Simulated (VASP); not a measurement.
# H2CO2 in VASP: further runs, part 2 of 2

VASP 6.6.1. The steps go on from the part before.

**4. Single point, PBE**

INCAR reads:

```
PREC = Accurate
ENCUT = 520
EDIFF = 1E-6
ISMEAR = -1
SIGMA = 0.05
LREAL = Auto
LASPH = True
NELM = 80
ALGO = Normal
ISIF = 2
LWAVE = False
LCHARG = True
GGA = PE
LELF = True
LVHAR = True
NBANDS = 98
```

KPOINTS reads:

```
Automatic mesh
0
Gamma
  1 1 1
```

POSCAR reads:

```
H2CO2
1.0
    7.6834750000      0.0000000000      0.0000000000
    0.0000000000      7.6834750000      0.0000000000
    0.0000000000      0.0000000000      7.6834750000
O C H
16 8 16
Direct
    0.4576965501      0.3858280270      0.6227650900
    0.4077321785      0.6855101370      0.5789177423
    0.3834593071      0.7945493413      0.2229850426
    0.6675104689      0.7823673533      0.1653678837
    0.8044406990      0.1039633759      0.7174618255
    0.6541050762      0.0345416625      0.4706334048
    0.3342888472      0.1993499035      0.2543380437
    0.4571108776      0.4339703064      0.2091241268
    0.9522904675      0.8431080989      0.8465961040
    1.2352874188      0.7666453005      0.8836626657
    0.0187415200      0.8787300017      0.2951138645
   -0.1050175864      0.6674063493      0.4755530538
    1.0114303749      0.2048291951      0.1941569407
    1.0036083933      0.2527111756      0.4938911105
    0.7038221638      0.3446357280      0.9771880562
    0.8744350701      0.5318296734      0.8338154286
    0.4589850296      0.5650177817      0.6649465248
    0.5180208174      0.8431471437      0.1356287357
    0.6714019373      0.0431315258      0.6303007428
    0.3208574245      0.3544880409      0.1972154526
    1.1213025356      0.8695804958      0.8572943883
    0.0150192458      0.7613482181      0.4506554651
    0.9760427411      0.2923026365      0.3365404326
    0.7526151904      0.5153006940      0.9383514621
    0.4182092087      0.3699628098      0.5038865878
    0.5069841445      0.5680762936      0.8020849941
    0.4199532113      0.6852238082      0.2659994338
    0.4893488949      0.9052935033      0.0031235867
    0.8847949658      0.1310735052      0.6168172604
    0.5816899255     -0.0245331702      0.7181776475
    0.4517096756      0.1589254862      0.2787150345
    0.2185990063      0.4306254657      0.1387783522
    0.9168898187      0.7170453473      0.8453987291
    1.1478530222      1.0100377759      0.8420018286
   -0.0658165739      0.8702052131      0.2058964206
    0.1557758696      0.7630401609      0.4968194730
    1.0632688985      0.0843628697      0.2399565301
    0.9078444324      0.4132765448      0.2969489717
    0.7611399790      0.2544031184      0.8942698453
    0.6758790782      0.6145396451      1.0300287305
```

Command:

```console
$ cat potpaw_PBE.64/O/POTCAR potpaw_PBE.64/C/POTCAR potpaw_PBE.64/H/POTCAR > POTCAR
$ mpirun -np 1 vasp_gam > vasp.out
```

Wall time 64 s (1 thread of AMD EPYC 9R14 (Zen 4), shared host); peak memory 0.44 GiB.

Results (log left out):

| Quantity | Value |
| --- | --- |
| Free energy | -236.6126 eV |
| Pressure | 2.5 GPa |
| Largest force | 5.381 eV/Å |
| Band gap on the k mesh | 3.89 eV |

Forces in eV/Å, atoms in the order of the input:
```
O    0.184  1.847  0.641
O    0.175 -0.106 -0.536
O   -1.715  1.571 -0.450
O   -1.336  1.273 -0.145
O    0.486  0.707 -0.864
O    0.266  0.665  0.704
O   -3.262 -4.265  0.347
O    1.858  3.177  0.073
O    0.041  0.763  0.190
O    1.364 -1.700  0.370
O    2.180 -0.093  2.544
O   -0.275 -0.259  0.757
O    0.536 -2.241  1.127
O    0.058  0.238 -2.507
O    0.226  0.546 -0.876
O   -0.798  0.815  0.577
C   -0.077 -2.296  0.691
C    2.727 -0.509 -2.331
C   -1.671 -1.670 -0.790
C    3.027  1.991 -0.275
C   -1.087  1.759 -0.059
C    1.001  1.013 -3.251
C   -1.000  0.578  1.622
C   -0.171 -3.217  0.870
H   -0.102  0.107 -0.469
H   -0.206  0.334 -0.533
H    0.385 -2.156  1.696
H    0.007  0.404  1.453
H    0.785  0.994  0.505
H   -0.634  0.166  0.172
H    0.678  0.474  0.239
H   -1.446 -1.003 -0.138
H    0.327 -0.874 -0.183
H    0.075  0.288 -0.065
H   -2.049 -0.872 -0.570
H   -1.167  0.206  0.294
H   -0.646  1.029 -0.625
H    0.169  0.074  0.486
H   -0.367  1.464  0.802
H    1.455 -1.217 -1.495
```

Stress tensor (GPa, compression positive):
```
 5.02  2.71 -0.59
 2.71  3.40 -0.24
-0.59 -0.24 -1.05
```

Levels at points of the mesh, in eV from the valence-band top:
```tsv
k point	band 68	band 69	band 70	band 71	band 72	band 73	band 74	band 75	band 76	band 77
(0.00, 0.00, 0.00)	-0.43	-0.37	-0.33	-0.28	0.00	3.89	3.96	4.19	4.42	4.69
```

Caveat: the k points lie up to 0.82 Å⁻¹ apart.

**5. Single point, PBE**

INCAR reads:

```
ALGO = Normal ; EDIFF = 1E-7
ENCUT = 520 ; GGA = PE
ISIF = 2 ; ISMEAR = -1
LASPH = True ; LCHARG = False
LREAL = Auto ; LWAVE = False
NBANDS = 98 ; NELM = 60
PREC = Accurate ; SIGMA = 0.05
```

KPOINTS reads:

```
k-points
0
Gamma
  1 1 1
```

POSCAR reads:

```
H2CO2
1.0
    7.6834750000      0.0000000000      0.0000000000
    0.0000000000      7.6834750000      0.0000000000
    0.0000000000      0.0000000000      7.6834750000
O C H
16 8 16
Direct
    0.4240008590      0.3830428289      0.6310165648
    0.4698525081      0.6631764924      0.5628442860
    0.4055977276      0.7861026424      0.2237399094
    0.6737966870      0.7735432210      0.0826839418
    0.7304116952      0.1242146294      0.6930718197
    0.6440184942      0.0191579982      0.4334627236
    0.4014329454      0.1284705163      0.2104126063
    0.4193545238      0.4133676494      0.2991745272
    0.9520171537      0.8303924982      0.7808446048
    1.2164808241      0.7542550734      0.8840531140
    0.0289192065      0.8498368251      0.2379782585
   -0.0785582045      0.6701134578      0.4462173691
    1.0328009136      0.2555224036      0.2383947368
    1.0517376578      0.2479997657      0.5282115189
    0.6959220925      0.3028317265      1.0064977110
    0.8581794045      0.4394495980      0.7854909400
    0.4184564927      0.5496080875      0.6597145172
    0.5235781987      0.8367828359      0.1099892952
    0.6617969083     -0.0061951135      0.5946788400
    0.3935719190      0.2938123701      0.1935712682
    1.1359183182      0.8520493657      0.8093473331
    0.0411142094      0.7431923706      0.3724877090
    0.9804548072      0.3070355536      0.3950556226
    0.8171693147      0.4164391763      0.9426984535
    0.4021878122      0.4064697289      0.4747721571
    0.3557374756      0.5901366244      0.7783587504
    0.4209553620      0.6747207481      0.2954001933
    0.4477140877      0.9089897475      0.0044120662
    0.7614002779      0.2415573682      0.6431595079
    0.6456713922     -0.1285225760      0.6677967977
    0.4727678557      0.0939678986      0.3262716414
    0.3544359811      0.2966366130      0.0591008626
    0.9442862767      0.6926813714      0.7928053387
    1.1702257117      0.9827063926      0.7590575879
   -0.0987704131      0.8486654801      0.1976449458
    0.1809077273      0.7179303635      0.3956022503
    1.1032898526      0.1428650448      0.2404510980
    0.9089637176      0.4333325741      0.4200052711
    0.6794191430      0.2280348410      0.8933067395
    0.8974064470      0.4781950875      1.0396207445
```

Potentials or basis: VASP PAW PBE potentials, release 64 (O, C, H).

Command:

```console
$ cat potpaw_PBE.64/O/POTCAR potpaw_PBE.64/C/POTCAR potpaw_PBE.64/H/POTCAR > POTCAR
$ mpirun -np 1 vasp_gam > vasp.out
```

OUTCAR:

```text
EDIFF = 1E-7
   ENCUT = 520
   GGA = PE
   ISIF = 2
   ISMEAR = -1
   LASPH = True
   LREAL = Auto
   NELM = 60
   PREC = Accurate

 ion  position               nearest neighbor table
   1  0.424  0.383  0.631-  25 1.23  17 1.30
   2  0.470  0.663  0.563-  17 1.21
   3  0.406  0.786  0.224-  27 1.02  18 1.32
   4  0.674  0.774  0.083-  18 1.27
   5  0.730  0.124  0.693-  29 1.01  19 1.36
   6  0.644  0.019  0.433-  19 1.26
   7  0.401  0.128  0.210-  31 1.08  20 1.28
[... 370 lines left out ...]
  Total       -2.6568238      6.4007453      1.2430151     -3.5665031     -3.5532284      1.3955107
  in kB       -9.3842654     22.6083092      4.3904995    -12.5973776    -12.5504895      4.9291350
  external PRESSURE =       5.8715144 kB  Pullay stress =       0.0000000 kB

 VOLUME and BASIS-vectors are now :
 -----------------------------------------------------------------------------
  energy-cutoff  :      520.00
  volume of cell :      453.60
      direct lattice vectors                 reciprocal lattice vectors
     7.683475000  0.000000000  0.000000000     0.130149444  0.000000000  0.000000000
     0.000000000  7.683475000  0.000000000     0.000000000  0.130149444  0.000000000
     0.000000000  0.000000000  7.683475000     0.000000000  0.000000000  0.130149444

 POSITION                                       TOTAL-FORCE (eV/Angst)
 -----------------------------------------------------------------------------------
      3.25780      2.94310      4.84840        -0.839479     -0.214639     -2.798950
      3.61010      5.09550      4.32460         0.455549      1.472341     -1.705377
      3.11640      6.04000      1.71910        -0.253947     -1.021977      0.874938
      5.17710      5.94350      0.63530        -2.069041      1.412645      1.002041
      5.61210      0.95440      5.32520        -0.692602     -0.576335      0.751709
      4.94830      0.14720      3.33050        -0.528802     -0.630422      1.993435
[... 32 lines left out ...]
      5.22030      1.75210      6.86370        -0.345027      0.357965      1.448832
      6.89520      3.67420      0.30442        -0.201827      0.443979      0.862278
 -----------------------------------------------------------------------------------
    total drift:                               -0.036378      0.008362      0.008781

  FREE ENERGIE OF THE ION-ELECTRON SYSTEM (eV)
  ---------------------------------------------------
  free  energy   TOTEN  =      -236.8154450196 eV

  energy  without entropy=     -236.8154450196  energy(sigma->0) =     -236.81544502
```

stdout:

```text
POSCAR found type information on POSCAR O C H
 POSCAR found :  3 types and      40 ions
 scaLAPACK will be used
 LDA part: xc-table for (Slater+PW92), standard interpolation
 POSCAR, INCAR and KPOINTS ok, starting setup
 FFT: planning ... GRIDC
 FFT: planning ... GRID_SOFT
 FFT: planning ... GRID
 WAVECAR not read
 entering main loop
```

Run time: 61 s. Hardware: 1 thread of AMD EPYC 9R14 (Zen 4), shared host; peak memory 0.44 GiB.

What came out:

| Property | Result |
| --- | --- |
| Free energy | -236.8154 eV |
| Pressure | 0.6 GPa |
| Largest force | 10.045 eV/Å |
| Band gap on the k mesh | 3.61 eV |

Forces in eV/Å, atoms in the order of the input:
```
O   -0.839 -0.215 -2.799
O    0.456  1.472 -1.705
O   -0.254 -1.022  0.875
O   -2.069  1.413  1.002
O   -0.693 -0.576  0.752
O   -0.529 -0.630  1.993
O    1.637 -1.611  3.615
O   -0.355  0.013 -0.166
O    2.201 -2.596  0.192
O    4.800 -5.307  4.138
O   -1.926  0.667 -1.087
O   -0.221  0.263 -0.014
O   -0.202 -0.821 -1.481
O   -0.834 -0.395 -0.743
O    1.065 -0.064 -2.722
O   -1.182 -0.353  1.877
C   -0.282 -0.150  1.933
C    1.182 -2.540 -2.513
C    1.312  2.384 -2.105
C   -0.423  0.602 -0.874
C   -7.158  5.905 -3.846
C    0.706 -0.762  0.085
C    2.157  0.217  2.853
C    0.663 -0.231 -1.407
H    1.347 -1.778  1.535
H    0.043 -0.286  0.971
H    1.048  1.288 -0.647
H    1.132  0.157  0.967
H   -0.184 -0.840 -0.255
H   -0.267  0.216 -0.234
H   -0.696 -0.073 -1.226
H   -0.381  2.044 -1.051
H   -0.517  2.274 -0.202
H    0.209  0.011 -0.080
H    0.972  0.087  0.319
H   -0.188  0.199  0.509
H   -0.944  1.137  0.528
H   -0.239 -0.899 -1.298
H   -0.345  0.358  1.449
H   -0.202  0.444  0.862
```

Caveat: the k points lie up to 0.82 Å⁻¹ apart.

**6. Single point, PBE**

INCAR reads:

```
PREC = Accurate ; ENCUT = 910
EDIFF = 1E-6 ; ISMEAR = -1
SIGMA = 0.05 ; LREAL = Auto
LASPH = T ; NELM = 120
ALGO = Normal ; ISIF = 2
LWAVE = F ; LCHARG = F
GGA = PE ; NBANDS = 98
GGA_COMPAT = F
```

KPOINTS reads:

```
Automatic mesh
0
Gamma
  1 1 1
```

POSCAR reads:

```
H2CO2
1.0
    7.6834750000      0.0000000000      0.0000000000
    0.0000000000      7.6834750000      0.0000000000
    0.0000000000      0.0000000000      7.6834750000
O C H
16 8 16
Direct
    0.5278861453      0.4055456678      0.6180927250
    0.3886002102      0.6715320867      0.5707443572
    0.3599673325      0.8791204501      0.2960639554
    0.6181577997      0.8244576835      0.1769121394
    0.8641012042      0.1315810880      0.6182228744
    0.5845011534      0.1038202116      0.5195305510
    0.3410175734      0.3122285164      0.2262908385
    0.5635601079      0.4807720465      0.2923937411
    0.9553750094      0.7695996928      0.9892268798
    1.2518294131      0.8046749680      0.9686372377
   -0.0415046577      0.8280758381      0.3106797380
   -0.0332661979      0.6861478693      0.5700025054
    0.8751769219      0.1952501960      0.1504267275
    0.9848668734      0.3277683600      0.3853334591
    0.5954467217      0.3021939943      0.9539433655
    0.8370431348      0.4647246200      0.8765304761
    0.4098275845      0.5382850858      0.6469728866
    0.4737569915      0.9031330225      0.1789815155
    0.6994621574      0.0560423506      0.6156198855
    0.4337230225      0.4598830607      0.2185729764
    1.1025740306      0.8626695603      0.9886021624
    0.0059478296      0.8187701528      0.4868760554
    0.9399132554      0.3389742272      0.2331497142
    0.6846901955      0.4566163097      0.9164863555
    0.5877158447      0.4593364331      0.5154698883
    0.3101591402      0.4968585178      0.7506369188
    0.3777067017      0.7558949564      0.3693250775
    0.4548072324      0.9888754763      0.0635910184
    0.8899488838      0.2219308321      0.5267668600
    0.6673933344     -0.0305981343      0.7246460749
    0.4094501511      0.2165947049      0.2844416101
    0.3953679813      0.5496861772      0.1282232323
    0.9652143073      0.6518014310      0.9228506633
    1.0725225240      1.0032439749      1.0221677041
   -0.0986532786      0.7123339374      0.3090268401
    0.1156247661      0.9112022880      0.5029104669
    0.8630079489      0.0984190096      0.2261346591
    0.9548413966      0.4325907223      0.1393119650
    0.6893625606      0.2159309427      0.9818343913
    0.5865575147      0.5597076843      0.9118139904
```

Potentials or basis: VASP PAW PBE potentials, release 64 (O_h, C_h, H_h).

Command:

```console
$ cat potpaw_PBE.64/O_h/POTCAR potpaw_PBE.64/C_h/POTCAR potpaw_PBE.64/H_h/POTCAR > POTCAR
$ mpirun -np 1 vasp_gam > vasp.out
```

Wall time 2 min (1 thread of Intel Xeon Platinum 8488C (Sapphire Rapids), shared host); peak memory 0.96 GiB.

The run converged. Its results:

| Quantity | Value |
| --- | --- |
| Free energy | -238.2021 eV |
| Pressure | 1.3 GPa |
| Largest force | 5.885 eV/Å |
| Band gap on the k mesh | 3.04 eV |

Forces on the atoms (eV/Å):
```
O   -1.042  3.253 -0.286
O    0.370  1.591 -1.383
O   -2.308 -2.099  2.392
O   -1.555  0.922 -0.188
O   -1.309 -1.726  1.076
O   -0.069 -0.629 -0.858
O   -0.344 -0.673 -0.035
O    5.055  0.848  2.891
O    0.562 -0.919 -1.672
O   -1.881  0.236 -0.626
O   -0.128 -0.384  2.491
O    0.283  2.321 -0.361
O   -0.033  1.764 -1.200
O   -0.069  1.550 -0.816
O    1.900  0.895  0.067
O   -0.001  0.012  0.551
C   -1.426 -3.664  2.251
C    4.824 -1.322 -1.854
C    0.802  2.258 -0.102
C   -2.304 -3.428 -0.706
C    0.874 -0.317  0.333
C    0.960 -2.355 -1.350
C   -0.018 -4.552  2.245
C   -1.196 -1.920 -0.709
H    0.351 -1.001 -0.097
H    1.034  0.266 -0.535
H    0.385  2.957 -0.847
H   -0.795  0.387  1.030
H   -0.380 -0.427 -0.009
H    0.811 -0.389  0.139
H   -0.480  1.056 -0.022
H   -2.006  1.986 -2.036
H   -0.202  1.456  0.791
H    0.336 -0.863 -0.330
H   -0.550  0.653 -0.892
H   -0.617  0.163  0.876
H   -0.087 -1.421  1.206
H    0.434  2.546 -1.438
H   -0.484  0.426 -0.223
H    0.303  0.541  0.239
```

Stress tensor (GPa, compression positive):
```
 1.22 -0.19  1.61
-0.19 -1.56  0.35
 1.61  0.35  4.37
```

Levels at points of the mesh, in eV from the valence-band top:
```tsv
k point	band 68	band 69	band 70	band 71	band 72	band 73	band 74	band 75	band 76	band 77
(0.00, 0.00, 0.00)	-1.36	-0.95	-0.91	-0.75	0.00	3.04	3.54	3.76	3.81	3.95
```

Caveat: the k points lie up to 0.82 Å⁻¹ apart; the cutoff is under 1.25 times the usual one of these potentials, so pressure, stress and relaxed cells hold a basis-set (Pulay) error.
